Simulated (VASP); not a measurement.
# MgO (Cmcm) in VASP: a series of runs

The runs below take MgO through single point, with LDA.

Program: VASP 6.6.1. These are calculated values, not measurements. Logs are shortened: lines on timing, memory, paths and dates and some standing lists are left out, and cuts for length are marked.

### Step 1. The cell of the first run

Symmetry: Cmcm, No. 63, orthorhombic system. The conventional cell has a = 3.556 Å, b = 6.039 Å, c = 4.178 Å, α = 90.00°, β = 90.00°, γ = 90.00°. Within 2.7 Å of Mg (site symmetry m2m) lie 5 O at 2.01 to 2.09 Å. Within 2.7 Å of O (site symmetry m2m) lie 5 Mg at 2.01 to 2.09 Å.

### Step 2. Single point, LDA (strain +0.0200 x Voigt [1, 0, 0, 0, 0, 0])

File INCAR:

```
PREC = Accurate
ENCUT = 840
EDIFF = 1E-6
ISMEAR = 0
SIGMA = 0.05
LREAL = F
LASPH = T
NELM = 120
ALGO = Normal
ISIF = 2
LWAVE = F
LCHARG = F
NBANDS = 24
GGA_COMPAT = F
```

File KPOINTS:

```
regular mesh
0
Gamma
  6 6 6
```

File POSCAR:

```
MgO
1.0
    3.5561054200      0.0000000000      0.0000000000
   -1.7780527100      3.0192917963      0.0000000000
    0.0000000000      0.0000000000      4.1780412200
Mg O
2 2
Direct
    0.6666666667      0.3333333333      0.7500000000
    0.3333333333      0.6666666667      0.2500000000
    0.6666666667      0.3333333333      0.2500000000
    0.3333333333      0.6666666667      0.7500000000
```

Potentials or basis: VASP PAW LDA potentials, release 64 (Mg_sv, O).

Command:

```sh
$ cat potpaw_LDA.64/Mg_sv/POTCAR potpaw_LDA.64/O/POTCAR > POTCAR
$ mpirun -np 1 vasp_std > vasp.out
```

OUTCAR:

```text
PREC = Accurate
   ENCUT = 840
   EDIFF = 1E-6
   ISMEAR = 0
   LREAL = F
   LASPH = T
   NELM = 120
   ISIF = 2

 ion  position               nearest neighbor table
   1  0.667  0.333  0.750-   4 2.01   4 2.04   4 2.04   3 2.09   3 2.09
   2  0.333  0.667  0.250-   3 2.01   3 2.04   3 2.04   4 2.09   4 2.09
   3  0.667  0.333  0.250-   2 2.01   2 2.04   2 2.04   1 2.09   1 2.09
   4  0.333  0.667  0.750-   1 2.01   1 2.04   1 2.04   2 2.09   2 2.09

  Warning from LATTYP: Monoclinic adjustment (A1->A3, A2->A1, A3->A2)!
  LATTYP: Found a base centered orthorhombic cell.
 ALAT       =     3.5561054200
 B/A-ratio  =     1.6980890270
 C/A-ratio  =     1.1748923968

  Lattice vectors:

 A1 = (   1.7780527100,  -3.0192917963,   0.0000000000)
 A2 = (   1.7780527100,   3.0192917963,   0.0000000000)
 A3 = (   0.0000000000,   0.0000000000,   4.1780412200)

Analysis of symmetry for initial positions (statically):
=====================================================================
 Subroutine PRICEL returns:
 Original cell was already a primitive cell.

 Routine SETGRP: Setting up the symmetry group for a
 base centered orthorhombic supercell.

 Subroutine GETGRP returns: Found  8 space group operations
 (whereof  4 operations were pure point group operations)
 out of a pool of  8 trial point group operations.

The static configuration has the point symmetry C_2h.
 The point group associated with its full space group is D_2h.

Analysis of symmetry for dynamics (positions and initial velocities):
=====================================================================
 Subroutine PRICEL returns:
 Original cell was already a primitive cell.

 Routine SETGRP: Setting up the symmetry group for a
 base centered orthorhombic supercell.

 Subroutine GETGRP returns: Found  8 space group operations
 (whereof  4 operations were pure point group operations)
 out of a pool of  8 trial point group operations.

The dynamic configuration has the point symmetry C_2h.
 The point group associated with its full space group is D_2h.

 Subroutine INISYM returns: Found  8 space group operations
 (whereof  4 operations are pure point group operations),
 and found     1 'primitive' translations

----------------------------------------------------------------------------------------

                                     Primitive cell

  volume of cell :      44.8593

  direct lattice vectors                    reciprocal lattice vectors
     3.556105420  0.000000000  0.000000000     0.281206512  0.165601748  0.000000000
    -1.778052710  3.019291796  0.000000000     0.000000000  0.331203497  0.000000000
     0.000000000  0.000000000  4.178041220     0.000000000  0.000000000  0.239346609

  length of vectors
     3.556105420  3.503939838  4.178041220     0.326344973  0.331203497  0.239346609

  position of ions in fractional coordinates (direct lattice)
     0.666666667  0.333333333  0.750000000
     0.333333333  0.666666667  0.250000000
     0.666666667  0.333333333  0.250000000
     0.333333333  0.666666667  0.750000000

  ion indices of the primitive-cell ions
   primitive index   ion index
                 1           1
                 2           2
                 3           3
                 4           4

----------------------------------------------------------------------------------------

 KPOINTS: regular mesh

Automatic generation of k-mesh.
 Grid dimensions read from file:
 generate k-points for:    6    6    6

 Generating k-lattice:

  Cartesian coordinates                     Fractional coordinates (reciprocal lattice)
     0.046867752  0.027600291  0.000000000     0.166666667 -0.000000000  0.000000000
     0.000000000  0.055200583  0.000000000     0.000000000  0.166666667  0.000000000
     0.000000000  0.000000000  0.039891102     0.000000000  0.000000000  0.166666667

  Length of vectors
     0.054390829  0.055200583  0.039891102

  Shift w.r.t. Gamma in fractional coordinates (k-lattice)
     0.000000000  0.000000000  0.000000000

 Subroutine IBZKPT returns following result:
 ===========================================

 Found     52 irreducible k-points:

 Following reciprocal coordinates:
            Coordinates               Weight
  0.000000  0.000000  0.000000      1.000000
  0.166667  0.000000  0.000000      4.000000
  0.333333  0.000000  0.000000      4.000000
  0.500000  0.000000  0.000000      2.000000
  0.000000  0.166667  0.000000      2.000000
  0.166667  0.166667  0.000000      4.000000
[... 16 lines left out ...]
  0.000000  0.333333  0.166667      4.000000
  0.166667  0.333333  0.166667      8.000000
 [... further k-points ...]
   k-points           NKPTS =     52   k-points in BZ     NKDIM =     52   number of bands    NBANDS=     24
   number of dos      NEDOS =    301   number of ions     NIONS =      4
   total plane-waves  NPLWV =  51840
   dimension x,y,z NGX =    36 NGY =   36 NGZ =   40
   dimension x,y,z NGXF=    72 NGYF=   72 NGZF=   80
   ions per type =               2   2
   NGX,Y,Z   is equivalent  to a cutoff of  16.83, 17.08, 15.92 a.u.
   NGXF,Y,Z  is equivalent  to a cutoff of  33.66, 34.16, 31.83 a.u.
 SYSTEM =  unknown system
   PREC   = accura    normal or accurate (medium, high low for compatibility)
   ISTART =      0    job   : 0-new  1-cont  2-samecut
   ICHARG =      2    charge: 1-file 2-atom 10-const
   ISPIN  =      1    spin polarized calculation?
   LNONCOLLINEAR =      F non collinear calculations
   LSORBIT =      F    spin-orbit coupling
   LASPH  =      T    aspherical Exc in radial PAW
   ENCUT  =  840.0 eV  61.74 Ry    7.86 a.u.   8.40  8.28  9.87*2*pi/ulx,y,z
   NELM   =    120;   NELMIN=  2; NELMDL= -5     # of ELM steps
   EDIFF  = 0.1E-05   stopping-criterion for ELM
   LREAL  =      F    real-space projection
   EDIFFG = 0.1E-04   stopping-criterion for IOM
   NSW    =      0    number of steps for IOM
   IBRION =     -1    ionic relax: 0-MD 1-quasi-New 2-CG
   NFREE  =      0    steps in history (QN), initial steepest desc. (CG)
   ISIF   =      2    stress and relaxation
   ISYM   =      2    0-nonsym 1-usesym 2-fastsym
   POTIM  = 0.5000    time-step for ionic-motion
   TEBEG  =    0.0;   TEEND  =   0.0 temperature during run
   PSTRESS=    0.0 pullay stress
   NELECT =      32.0000    total number of electrons
   NUPDOWN=      -1.0000    fix difference up-down
   EMIN   =  10.00;   EMAX   =-10.00  energy-range for DOS
   EFERMI =   0.00;   METHOD = LEGACY
   ISMEAR =     0;   SIGMA  =   0.05  broadening in eV -4-tet -1-fermi 0-gaus
   EFERMI_NEDOS =   21; number of points for ismear=-14 and -15
   IALGO  =     38    algorithm
   IMIX   =      4    mixing-type and parameters
     AMIX     =   0.40;   BMIX     =  1.00
     AMIX_MAG =   1.60;   BMIX_MAG =  1.00
  volume/ion in A,a.u.               =      11.21        75.68
  Fermi-wavevector in a.u.,A,eV,Ry     =   1.462763  2.764222 29.112060  2.139676
  Thomas-Fermi vector in A             =   2.578938
   LORBIT       =      0    0 simple, 1 ext, 2 COOP (PROOUT), +10 PAW based schemes
   GGA     = CA    functional components
   LHFCALC =     F    Hartree Fock is set to
   AEXX    =    0.0000 exact exchange contribution
   IVDW    =     0    specifies the selected vdW correction
   LEPSILON=     F    determine dielectric tensor
   LRPA    =     F    only Hartree local field effects (RPA)
 non-spin polarized calculation
 Gauss-broadening in eV      SIGMA  =   0.05
  energy-cutoff  :      840.00
  volume of cell :       44.86
 maximum number of plane-waves:      2512
 NGX is ok and might be reduce to    36
   NGX = 17   NGY = 17   NGZ = 19

 number of electron      32.0000009 magnetization

 Free energy of the ion-electron system (eV)
  ---------------------------------------------------
  ext. energy  EPLUGINS =         0.00000000
  ---------------------------------------------------
  free energy    TOTEN  =       -26.11166261 eV

  energy without entropy =      -26.11166261  energy(sigma->0) =      -26.11166261

 E-fermi :   1.5471     XC(G=0): -10.7923

 val. band max:        1.2798095324   @ k =   0.0000   0.0000   0.0000
 cond. band min:       4.5336329265   @ k =   0.0000   0.0000   0.0000
 fundamental gap:      3.2538233941
 Fermi energy:         1.5470606745

 k-point     1 :       0.0000    0.0000    0.0000
  band No.  band energies     occupation
      1     -70.0641      2.00000
      2     -70.0512      2.00000
      3     -37.5888      2.00000
      4     -37.5748      2.00000
      5     -37.5731      2.00000
      6     -37.5469      2.00000
[... 16 lines left out ...]
     23      16.4388      0.00000
     24      16.5863      0.00000

 k-point     2 :       0.1667    0.0000    0.0000
  band No.  band energies     occupation
      1     -70.0631      2.00000
      2     -70.0519      2.00000
      3     -37.5843      2.00000
      4     -37.5772      2.00000
      5     -37.5755      2.00000
      6     -37.5510      2.00000
[... 16 lines left out ...]
     23      15.5573      0.00000
     24      15.7498      0.00000

 k-point     3 :       0.3333    0.0000    0.0000
  band No.  band energies     occupation
      1     -70.0609      2.00000
      2     -70.0534      2.00000
      3     -37.5818      2.00000
      4     -37.5802      2.00000
      5     -37.5726      2.00000
      6     -37.5605      2.00000
[... 16 lines left out ...]
     23      14.9798      0.00000
     24      15.6172      0.00000
[... 514 lines left out ...]
 k-point    23 :       0.0000    0.3333    0.1667
  band No.  band energies     occupation
      1     -70.0602      2.00000
      2     -70.0541      2.00000
      3     -37.5920      2.00000
      4     -37.5774      2.00000
      5     -37.5702      2.00000
      6     -37.5587      2.00000
[... 16 lines left out ...]
     23      15.0700      0.00000
     24      15.4660      0.00000

 k-point    24 :       0.1667    0.3333    0.1667
  band No.  band energies     occupation
      1     -70.0586      2.00000
      2     -70.0553      2.00000
      3     -37.5915      2.00000
      4     -37.5824      2.00000
      5     -37.5753      2.00000
      6     -37.5507      2.00000
[... 16 lines left out ...]
     23      15.2633      0.00000
     24      16.2020      0.00000

 [... further k-points ...]

------------------------ aborting loop because EDIFF is reached ----------------------------------------

  FORCE on cell =-STRESS in cart. coord.  units (eV):
  Direction    XX          YY          ZZ          XY          YZ          ZX
  --------------------------------------------------------------------------------------
  -------------------------------------------------------------------------------------
  Total       -2.1874532     -1.2926199     -1.4340570      0.0000000      0.0000000      0.0000000
  in kB      -78.1262374    -46.1667153    -51.2182279      0.0000000      0.0000000      0.0000000
  external PRESSURE =     -58.5037269 kB  Pullay stress =       0.0000000 kB

 VOLUME and BASIS-vectors are now :
 -----------------------------------------------------------------------------
  energy-cutoff  :      840.00
  volume of cell :       44.86
      direct lattice vectors                 reciprocal lattice vectors
     3.556105420  0.000000000  0.000000000     0.281206512  0.165601748  0.000000000
    -1.778052710  3.019291796  0.000000000     0.000000000  0.331203497  0.000000000
     0.000000000  0.000000000  4.178041220     0.000000000  0.000000000  0.239346609

 POSITION                                       TOTAL-FORCE (eV/Angst)
 -----------------------------------------------------------------------------------
      1.77805      1.00643      3.13353         0.000000      0.131328     -0.000000
     -0.00000      2.01286      1.04451         0.000000     -0.131328     -0.000000
      1.77805      1.00643      1.04451         0.000000      0.151665     -0.000000
     -0.00000      2.01286      3.13353        -0.000000     -0.151665      0.000000
 -----------------------------------------------------------------------------------
    total drift:                               -0.000000      0.000000     -0.000000

  FREE ENERGIE OF THE ION-ELECTRON SYSTEM (eV)
  ---------------------------------------------------
  free  energy   TOTEN  =       -26.1116626085 eV

  energy  without entropy=      -26.1116626085  energy(sigma->0) =      -26.11166261
```

Wall time 71 s (1 thread of AMD EPYC 7R13 (Zen 3), shared host); peak memory 0.2 GiB.

Results:

```yaml
Free_energy: -26.1117 eV
Pressure: -5.9 GPa
Largest_force: 0.152 eV/Å
Band_gap_on_the_k_mesh: 3.25 eV
```

Forces on the atoms (eV/Å):
```
Mg   0.000  0.131  0.000
Mg   0.000 -0.131  0.000
O    0.000  0.152  0.000
O    0.000 -0.152  0.000
```

Caveat: the cell differs from its parent crystal (strain +0.0200 x Voigt [1, 0, 0, 0, 0, 0]); the cell stands under tension.

### Step 3. Single point, LDA (strain -0.0100 x Voigt [1, 0, 0, 0, 0, 0])

Changes to INCAR since step 2:

```diff
@@ -11,3 +11,5 @@
 LWAVE = F
-LCHARG = F
+LCHARG = T
+LELF = T
+LVHAR = T
 NBANDS = 24
```

File KPOINTS:

```
Automatic mesh
0
Gamma
  6 6 6
```

Changes to POSCAR since step 2:

```diff
@@ -2,4 +2,4 @@
 1.0
-    3.5561054200      0.0000000000      0.0000000000
-   -1.7780527100      3.0192917963      0.0000000000
+    3.4515140841      0.0000000000      0.0000000000
+   -1.7257570421      3.0192917963      0.0000000000
     0.0000000000      0.0000000000      4.1780412200
```

Potentials or basis: VASP PAW LDA potentials, release 64 (Mg_sv, O).

Command:

```sh
$ cat potpaw_LDA.64/Mg_sv/POTCAR potpaw_LDA.64/O/POTCAR > POTCAR
$ mpirun -np 1 vasp_std > vasp.out
```

Run time: 42 s. Hardware: 1 thread of Intel Xeon 6975P-C (Granite Rapids), shared host; peak memory 0.23 GiB.

Results (log left out):

```
Free energy            : -26.1456 eV
Pressure               : -2.2 GPa
Largest force          : 0.088 eV/Å
Band gap on the k mesh : 3.39 eV
```

Forces on the atoms (eV/Å):
```
Mg   0.000 -0.078  0.000
Mg   0.000  0.078  0.000
O    0.000 -0.088  0.000
O    0.000  0.088  0.000
```

Stress tensor (GPa, compression positive):
```
-1.00  0.00  0.00
 0.00 -2.79  0.00
 0.00  0.00 -2.93
```

Levels at points of the mesh, in eV from the valence-band top:
```
           k point  band 12  band 13  band 14  band 15  band 16  band 17  band 18  band 19  band 20  band 21
(0.00, 0.00, 0.00)    -1.78    -1.76    -0.85    -0.83     0.00     3.39     9.31    12.10    12.28    12.45
(0.50, 0.00, 0.00)    -2.42    -2.40    -2.03    -1.35    -0.55     6.85     9.01     9.66    11.99    12.72
(0.00, 0.50, 0.00)    -2.45    -2.35    -2.03    -1.32    -0.54     6.88     9.03     9.65    11.97    12.86
(0.00, 0.00, 0.50)    -2.48    -1.34    -1.34    -1.31    -1.31     6.39     6.39    12.64    12.64    12.80
(0.50, 0.00, 0.50)    -3.98    -1.59    -1.59    -0.86    -0.86     7.17     7.17    11.90    11.90    13.89
(0.00, 0.50, 0.50)    -3.99    -1.55    -1.55    -0.86    -0.86     7.19     7.19    11.86    11.86    14.00
```

Caveat: the cell differs from its parent crystal (strain -0.0100 x Voigt [1, 0, 0, 0, 0, 0]).

### Step 4. Single point, LDA (strain +0.0175 x Voigt [1, 0, 0, 0, 0, 0])

Changes to INCAR since step 3:

```diff
@@ -12,2 +12,3 @@
 LCHARG = T
+GGA = CA
 LELF = T
```

File KPOINTS:

```
regular mesh
0
Gamma
  6 6 6
```

Changes to POSCAR since step 3:

```diff
@@ -2,4 +2,4 @@
 1.0
-    3.4515140841      0.0000000000      0.0000000000
-   -1.7257570421      3.0192917963      0.0000000000
+    3.5473894753      0.0000000000      0.0000000000
+   -1.7736947377      3.0192917963      0.0000000000
     0.0000000000      0.0000000000      4.1780412200
```

Command:

```sh
$ cat potpaw_LDA.64/Mg_sv/POTCAR potpaw_LDA.64/O/POTCAR > POTCAR
$ mpirun -np 1 vasp_std > vasp.out
```

It took 78 s on 1 thread of AMD EPYC 7R43 (Zen 3), shared host; peak memory 0.2 GiB.

It converged, with:

```yaml
Free_energy: -26.1166 eV
Pressure: -5.6 GPa
Largest_force: 0.134 eV/Å
Band_gap_on_the_k_mesh: 3.26 eV
```

Forces on the atoms (eV/Å):
```
Mg   0.000  0.117  0.000
Mg   0.000 -0.117  0.000
O    0.000  0.134  0.000
O    0.000 -0.134  0.000
```

Stress tensor (GPa, compression positive):
```
-7.31  0.00  0.00
 0.00 -4.49  0.00
 0.00  0.00 -4.94
```

Levels at points of the mesh, in eV from the valence-band top:
```
           k point  band 14  band 15  band 16  band 17  band 18  band 19
(0.00, 0.00, 0.00)    -0.79    -0.75     0.00     3.26     9.16    11.97
(0.50, 0.00, 0.00)    -1.92    -1.27    -0.47     6.78     8.79     9.69
(0.00, 0.50, 0.00)    -1.92    -1.31    -0.50     6.73     8.77     9.71
(0.00, 0.00, 0.50)    -1.28    -1.24    -1.24     6.27     6.27    12.34
(0.50, 0.00, 0.50)    -1.49    -0.79    -0.79     7.12     7.12    11.59
(0.00, 0.50, 0.50)    -1.55    -0.79    -0.79     7.09     7.09    11.66
```

Caveat: the cell differs from its parent crystal (strain +0.0175 x Voigt [1, 0, 0, 0, 0, 0]); the cell stands under tension.

(Continued in part 2 of 2.)
